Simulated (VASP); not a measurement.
# H in VASP: notebook

H is run at these levels: PBE+D3(BJ), PBE, RPBE; tasks: single point.

Program: VASP 6.6.1. These are calculated values, not measurements. Logs are shortened: lines on timing, memory, paths and dates and some standing lists are left out, and cuts for length are marked.

## 1. The cell of the first run

The cell holds a molecule in a box, 1 atom: a = 10.500 Å, b = 11.000 Å, c = 11.500 Å, α = 90.00°, β = 90.00°, γ = 90.00°.

## 2. Single point, PBE+D3(BJ), collinear spin

File INCAR:

```
PREC = Accurate ; ENCUT = 400
EDIFF = 1E-6 ; ISMEAR = 0
SIGMA = 0.005 ; LREAL = False
LASPH = True ; NELM = 200
ALGO = Normal ; ISIF = 2
LWAVE = False ; LCHARG = False
ISPIN = 2 ; MAGMOM = 1.1
LORBIT = 11 ; GGA = PE
IVDW = 12 ; NBANDS = 10
GGA_COMPAT = False ; NELMDL = -8
```

File KPOINTS:

```
regular mesh
0
Gamma
  1 1 1
```

File POSCAR:

```
H
1.0
   10.5000000000      0.0000000000      0.0000000000
    0.0000000000     11.0000000000      0.0000000000
    0.0000000000      0.0000000000     11.5000000000
H
1
Direct
    0.5000000000      0.5045454500      0.5000000000
```

Potentials or basis: VASP PAW PBE potentials, release 64 (H).

Launch:

```console
$ cat potpaw_PBE.64/H/POTCAR > POTCAR
$ mpirun -np 1 vasp_gam > vasp.out
```

OUTCAR:

```text
PREC = Accurate
   ENCUT = 400
   EDIFF = 1E-6
   ISMEAR = 0
   LREAL = False
   LASPH = True
   NELM = 200
   ISIF = 2
   ISPIN = 2
   LORBIT = 11
   GGA = PE
   IVDW = 12
   NELMDL = -8
 IVDW          = 12

 ion  position               nearest neighbor table
   1  0.500  0.505  0.500-

  LATTYP: Found a simple orthorhombic cell.
 ALAT       =    10.5000000000
 B/A-ratio  =     1.0476190476
 C/A-ratio  =     1.0952380952

  Lattice vectors:

 A1 = (  10.5000000000,   0.0000000000,   0.0000000000)
 A2 = (   0.0000000000,  11.0000000000,   0.0000000000)
 A3 = (   0.0000000000,   0.0000000000,  11.5000000000)

Analysis of symmetry for initial positions (statically):
=====================================================================
 Subroutine PRICEL returns:
 Original cell was already a primitive cell.

 Routine SETGRP: Setting up the symmetry group for a
 simple orthorhombic supercell.

 Subroutine GETGRP returns: Found  8 space group operations
 (whereof  4 operations were pure point group operations)
 out of a pool of  8 trial point group operations.

The static configuration has the point symmetry C_2v.
 The point group associated with its full space group is D_2h.

Analysis of symmetry for dynamics (positions and initial velocities):
=====================================================================
 Subroutine PRICEL returns:
 Original cell was already a primitive cell.

 Routine SETGRP: Setting up the symmetry group for a
 simple orthorhombic supercell.

 Subroutine GETGRP returns: Found  8 space group operations
 (whereof  4 operations were pure point group operations)
 out of a pool of  8 trial point group operations.

The dynamic configuration has the point symmetry C_2v.
 The point group associated with its full space group is D_2h.

Analysis of structural, dynamic, and magnetic symmetry:
=====================================================================
 Subroutine PRICEL returns:
 Original cell was already a primitive cell.

 Routine SETGRP: Setting up the symmetry group for a
 simple orthorhombic supercell.

 Subroutine GETGRP returns: Found  8 space group operations
 (whereof  4 operations were pure point group operations)
 out of a pool of  8 trial point group operations.

The overall configuration has the point symmetry C_2v.
 The point group associated with its full space group is D_2h.

 Subroutine INISYM returns: Found  8 space group operations
 (whereof  4 operations are pure point group operations),
 and found     1 'primitive' translations

----------------------------------------------------------------------------------------

                                     Primitive cell

  volume of cell :    1328.2500

  direct lattice vectors                    reciprocal lattice vectors
    10.500000000  0.000000000  0.000000000     0.095238095  0.000000000  0.000000000
     0.000000000 11.000000000  0.000000000     0.000000000  0.090909091  0.000000000
     0.000000000  0.000000000 11.500000000     0.000000000  0.000000000  0.086956522

  length of vectors
    10.500000000 11.000000000 11.500000000     0.095238095  0.090909091  0.086956522

  position of ions in fractional coordinates (direct lattice)
     0.500000000  0.504545450  0.500000000

  ion indices of the primitive-cell ions
   primitive index   ion index
                 1           1

----------------------------------------------------------------------------------------

 KPOINTS: regular mesh

Automatic generation of k-mesh.
 Grid dimensions read from file:
 generate k-points for:    1    1    1

 Generating k-lattice:

  Cartesian coordinates                     Fractional coordinates (reciprocal lattice)
     0.095238095  0.000000000  0.000000000     1.000000000  0.000000000  0.000000000
     0.000000000  0.090909091  0.000000000     0.000000000  1.000000000  0.000000000
     0.000000000  0.000000000  0.086956522     0.000000000  0.000000000  1.000000000

  Length of vectors
     0.095238095  0.090909091  0.086956522

  Shift w.r.t. Gamma in fractional coordinates (k-lattice)
     0.000000000  0.000000000  0.000000000

 Subroutine IBZKPT returns following result:
 ===========================================

 Found      1 irreducible k-points:

 Following reciprocal coordinates:
            Coordinates               Weight
  0.000000  0.000000  0.000000      1.000000
   k-points           NKPTS =      1   k-points in BZ     NKDIM =      1   number of bands    NBANDS=     10
   number of dos      NEDOS =    301   number of ions     NIONS =      1
   total plane-waves  NPLWV = 403200
   dimension x,y,z NGX =    70 NGY =   72 NGZ =   80
   dimension x,y,z NGXF=   140 NGYF=  144 NGZF=  160
   ions per type =               1
   NGX,Y,Z   is equivalent  to a cutoff of  11.08, 10.88, 11.56 a.u.
   NGXF,Y,Z  is equivalent  to a cutoff of  22.17, 21.76, 23.13 a.u.
 SYSTEM =  unknown system
   PREC   = accura    normal or accurate (medium, high low for compatibility)
   ISTART =      0    job   : 0-new  1-cont  2-samecut
   ICHARG =      2    charge: 1-file 2-atom 10-const
   ISPIN  =      2    spin polarized calculation?
   LNONCOLLINEAR =      F non collinear calculations
   LSORBIT =      F    spin-orbit coupling
   LASPH  =      T    aspherical Exc in radial PAW
   ENCUT  =  400.0 eV  29.40 Ry    5.42 a.u.  17.12 17.94 18.75*2*pi/ulx,y,z
   NELM   =    200;   NELMIN=  2; NELMDL= -8     # of ELM steps
   EDIFF  = 0.1E-05   stopping-criterion for ELM
   LREAL  =      F    real-space projection
   EDIFFG = 0.1E-04   stopping-criterion for IOM
   NSW    =      0    number of steps for IOM
   IBRION =     -1    ionic relax: 0-MD 1-quasi-New 2-CG
   NFREE  =      0    steps in history (QN), initial steepest desc. (CG)
   ISIF   =      2    stress and relaxation
   ISYM   =      2    0-nonsym 1-usesym 2-fastsym
   POTIM  = 0.5000    time-step for ionic-motion
   TEBEG  =    0.0;   TEEND  =   0.0 temperature during run
   PSTRESS=    0.0 pullay stress
   NELECT =       1.0000    total number of electrons
   NUPDOWN=      -1.0000    fix difference up-down
   EMIN   =  10.00;   EMAX   =-10.00  energy-range for DOS
   EFERMI =   0.00;   METHOD = LEGACY
   ISMEAR =     0;   SIGMA  =   0.01  broadening in eV -4-tet -1-fermi 0-gaus
   EFERMI_NEDOS =   21; number of points for ismear=-14 and -15
   IALGO  =     38    algorithm
   IMIX   =      4    mixing-type and parameters
     AMIX     =   0.40;   BMIX     =  1.00
     AMIX_MAG =   1.60;   BMIX_MAG =  1.00
  volume/ion in A,a.u.               =    1328.25      8963.47
  Fermi-wavevector in a.u.,A,eV,Ry     =   0.148930  0.281436  0.301778  0.022180
  Thomas-Fermi vector in A             =   0.822895
   LORBIT       =     11    0 simple, 1 ext, 2 COOP (PROOUT), +10 PAW based schemes
   GGA     = PE    functional components
   LHFCALC =     F    Hartree Fock is set to
   AEXX    =    0.0000 exact exchange contribution
   IVDW    =    12    specifies the selected vdW correction
   LEPSILON=     F    determine dielectric tensor
   LRPA    =     F    only Hartree local field effects (RPA)
 spin polarized calculation
 Gauss-broadening in eV      SIGMA  =   0.01
  energy-cutoff  :      400.00
  volume of cell :     1328.25
 maximum number of plane-waves:     12033
 NGX is ok and might be reduce to    70
   NGX = 35   NGY = 35   NGZ = 37

 number of electron       1.0000001 magnetization       0.9999998

 Free energy of the ion-electron system (eV)
  ---------------------------------------------------
  ext. energy  EPLUGINS =         0.00000000
  ---------------------------------------------------
  free energy    TOTEN  =        -1.11572000 eV

  energy without entropy =       -1.11572000  energy(sigma->0) =       -1.11572000

 E-fermi :  -7.5165     XC(G=0):  -0.1191

 val. band max:       -7.5709719758   @ k =   0.0000   0.0000   0.0000
 cond. band min:      -0.2101638684   @ k =   0.0000   0.0000   0.0000
 fundamental gap:      7.3608081074
 Fermi energy:        -7.5164509039

 spin component 1

 k-point     1 :       0.0000    0.0000    0.0000
  band No.  band energies     occupation
      1      -7.5710      1.00000
      2      -0.2102      0.00000
      3       0.5726      0.00000
      4       0.6353      0.00000
      5       0.7079      0.00000
      6       0.9694      0.00000
      7       1.0767      0.00000
      8       1.1934      0.00000
      9       1.7552      0.00000
     10       1.7947      0.00000
 Fermi energy:        -7.5164509039

 spin component 2

 k-point     1 :       0.0000    0.0000    0.0000
  band No.  band energies     occupation
      1       0.0518      0.00000
      2       1.1664      0.00000
      3       1.1759      0.00000
      4       1.2731      0.00000
      5       1.3048      0.00000
      6       1.3959      0.00000
      7       1.4869      0.00000
      8       2.4005      0.00000
      9       2.4146      0.00000
     10       2.4176      0.00000

------------------------ aborting loop because EDIFF is reached ----------------------------------------

 Edisp (eV)   -0.00001

 E8    (eV) :    -0.0000

  FORCE on cell =-STRESS in cart. coord.  units (eV):
  Direction    XX          YY          ZZ          XY          YZ          ZX
  --------------------------------------------------------------------------------------
  -------------------------------------------------------------------------------------
  Total      -0.04601    -0.04609    -0.04602     0.00000     0.00000     0.00000
  in kB      -0.05550    -0.05560    -0.05551     0.00000     0.00000     0.00000
  external pressure =       -0.06 kB  Pullay stress =        0.00 kB

 VOLUME and BASIS-vectors are now :
 -----------------------------------------------------------------------------
  energy-cutoff  :      400.00
  volume of cell :     1328.25
      direct lattice vectors                 reciprocal lattice vectors
    10.500000000  0.000000000  0.000000000     0.095238095  0.000000000  0.000000000
     0.000000000 11.000000000  0.000000000     0.000000000  0.090909091  0.000000000
     0.000000000  0.000000000 11.500000000     0.000000000  0.000000000  0.086956522

 POSITION                                       TOTAL-FORCE (eV/Angst)
 -----------------------------------------------------------------------------------
      5.25000      5.55000      5.75000         0.000000     -0.000000      0.000000
 -----------------------------------------------------------------------------------
    total drift:                                0.000000     -0.000002     -0.000000

  FREE ENERGIE OF THE ION-ELECTRON SYSTEM (eV)
  ---------------------------------------------------
  free  energy   TOTEN  =        -1.1157308511 eV

  energy  without entropy=       -1.1157308511  energy(sigma->0) =       -1.11573085

 total charge

# of ion       s       p       d       tot
------------------------------------------
    1        0.381   0.000   0.000   0.381

 magnetization (x)

# of ion       s       p       d       tot
------------------------------------------
    1        0.381   0.000   0.000   0.381
```

It took 84 s on 1 thread of Intel Xeon 6975P-C (Granite Rapids), shared host; peak memory 1 GiB.

What came out:

| Property | Result |
| --- | --- |
| Free energy | -1.1157 eV |
| Gap between the frontier levels | 7.36 eV |
| Net moment | 1.00 μB per cell |
| Site moments | H +0.38 μB |
| Valence electrons inside the program's atomic spheres | H 0.38 |
| Dispersion energy per atom | 0.000 eV |

Levels at points of the mesh, in eV from the valence-band top:
Spin up:
```
           k point  band 1  band 2  band 3  band 4  band 5
(0.00, 0.00, 0.00)    0.00    7.36    8.14    8.21    8.28
```
Spin down:
```tsv
k point	band 1	band 2	band 3
(0.00, 0.00, 0.00)	7.62	8.74	8.75
```

## 3. Single point, PBE, collinear spin

File INCAR:

```
PREC = Accurate
ENCUT = 400
EDIFF = 1E-6
ISMEAR = 0
SIGMA = 0.005
LREAL = F
LASPH = T
NELM = 200
ALGO = Normal
ISIF = 2
LWAVE = F
LCHARG = F
ISPIN = 2
MAGMOM = 1.1
LORBIT = 11
GGA = PE
NBANDS = 10
GGA_COMPAT = F
NELMDL = -8
```

File KPOINTS:

```
Automatic mesh
0
Gamma
  1 1 1
```

POSCAR is that of step 2.

Potentials or basis: VASP PAW PBE potentials, release 64 (H).

Launch:

```console
$ cat potpaw_PBE.64/H/POTCAR > POTCAR
$ mpirun -np 1 vasp_gam > vasp.out
```

It took 69 s on 1 thread of Intel Xeon 6975P-C (Granite Rapids), shared host; peak memory 1 GiB.

It converged, with:

```
Free energy                                           : -1.1157 eV
Gap between the frontier levels                       : 7.36 eV
Net moment                                            : 1.00 μB per cell
Site moments                                          : H +0.38 μB
Valence electrons inside the program's atomic spheres : H 0.38
```

Levels at points of the mesh, in eV from the valence-band top:
Spin up:
```csv
k point,band 1,band 2,band 3,band 4,band 5
"(0.00, 0.00, 0.00)",0.00,7.36,8.14,8.21,8.28
```
Spin down:
| k point | band 1 | band 2 | band 3 | band 4 | band 5 |
| --- | --- | --- | --- | --- | --- |
| (0.00, 0.00, 0.00) | 7.62 | 8.74 | 8.75 | 8.84 | 8.88 |

## 4. Single point, RPBE, collinear spin

File INCAR:

```
PREC = Accurate ; ENCUT = 400
EDIFF = 1E-6 ; ISMEAR = 0
SIGMA = 0.005 ; LREAL = False
LASPH = True ; NELM = 200
ALGO = Normal ; ISIF = 2
LWAVE = False ; LCHARG = False
ISPIN = 2 ; MAGMOM = 1.1
LORBIT = 11 ; GGA = RP
NBANDS = 10 ; GGA_COMPAT = False
NELMDL = -8
```

KPOINTS is that of step 3.

POSCAR is that of step 3.

Launch:

```console
$ cat potpaw_PBE.64/H/POTCAR > POTCAR
$ mpirun -np 1 vasp_gam > vasp.out
```

Run time: 75 s. Hardware: 1 thread of Intel Xeon 6975P-C (Granite Rapids), shared host; peak memory 0.98 GiB.

The run converged. Its results:

```
Free energy                                           : -1.2048 eV
Gap between the frontier levels                       : 7.38 eV
Net moment                                            : 1.00 μB per cell
Site moments                                          : H +0.38 μB
Valence electrons inside the program's atomic spheres : H 0.38
```

Levels at points of the mesh, in eV from the valence-band top:
Spin up:
| k point | band 1 | band 2 | band 3 | band 4 |
| --- | --- | --- | --- | --- |
| (0.00, 0.00, 0.00) | 0.00 | 7.38 | 8.14 | 8.19 |
Spin down:
| k point | band 1 | band 2 | band 3 | band 4 | band 5 |
| --- | --- | --- | --- | --- | --- |
| (0.00, 0.00, 0.00) | 7.67 | 8.78 | 8.80 | 8.89 | 8.92 |

Caveat: the PAW data sets were made with another functional, which shifts forces and pressure a little.

## 5. Summary

```tsv
level	gap on the mesh (eV)	moment (μB)
PBE+D3(BJ)	7.36	1.00
PBE	7.36	1.00
RPBE	7.38	1.00
```

Alike in all rows: task single point; potentials or basis VASP PAW PBE potentials, release 64 (H); spin collinear; cell as given; k mesh 1 × 1 × 1; cutoff (eV) 400; smearing gaussian 0.005 eV.

On the cell as given the gap runs from 7.36 eV (PBE+D3(BJ)) to 7.38 eV (RPBE).

Caveats: the PAW data sets were made with another functional, which shifts forces and pressure a little (at least some runs).

Absolute energies hang on the potentials; compare differences alone.
